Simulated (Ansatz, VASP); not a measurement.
## SiC: VASP beside Ansatz

INCAR

```
  ALGO = Normal
  EDIFF = 1E-7
  EDIFFG = -0.002
  ENCUT = 520
  GGA = PE
  GGA_COMPAT = F
  IBRION = 2
  ISIF = 2
  ISMEAR = 0
  LASPH = T
  LCHARG = F
  LREAL = F
  LWAVE = F
  NELM = 120
  NELMIN = 4
  NSW = 60
  PREC = Accurate
  SIGMA = 0.02
```

Contents of KPOINTS:

```
k-points
0
Gamma
  9 9 9
```

File POSCAR:

```
SiC
1.0
   -0.0174408181      2.1943301427      2.1943301427
    2.1943301427     -0.0174408181      2.1943301427
    2.1943301427      2.1943301427     -0.0174408181
Si C
1 1
Direct
   -0.0003452088     -0.0003452088     -0.0003452088
    0.2503452088      0.2503452088      0.2503452088
```

Input for Ansatz:

```yaml
crystal:
  lattice:
    - [-0.0174408181, 2.1943301427, 2.1943301427]
    - [2.1943301427, -0.0174408181, 2.1943301427]
    - [2.1943301427, 2.1943301427, -0.0174408181]
  atoms:
    - { symbol: Si, position: [-0.0003452088, -0.0003452088, -0.0003452088] }
    - { symbol: C, position: [0.2503452088, 0.2503452088, 0.2503452088] }
basis:
  ecutwfc: 420
kpoints:
  mp_grid: { grid: [9, 9, 9] }
hamiltonian:
  xc: pbe
scf:
  occupations: { method: gaussian, width: 0.02 }
output:
  forces: true
  stress: true
  eigenvalues: true
relax:
  adjacent_minimum: "off"
  f_tol: 0.002
  max_steps: 40
```

Change from the starting cell: strained cell.

Alike in both runs: task relaxation of the atoms; functional PBE; k mesh 9 × 9 × 9; occupations gaussian, width 0.02 eV; no spin polarisation.

```csv
,VASP,Ansatz
version,VASP 6.6.1,Ansatz 0.2.0
potentials or method,"VASP PAW PBE potentials, release 64 (Si, C), cutoff 520 eV","scalar-relativistic, plane waves, PAW"
valence electrons in the cell,8,8
```

```csv
,VASP,Ansatz,Ansatz less VASP
"gap on the k mesh at the Fermi level, each at its own relaxed structure (eV)",1.45,1.46,+0.002
```

Ansatz's warnings: stress scf threshold loose.

Noted on VASP's run: the relaxation stopped at its first step, so nothing moved.
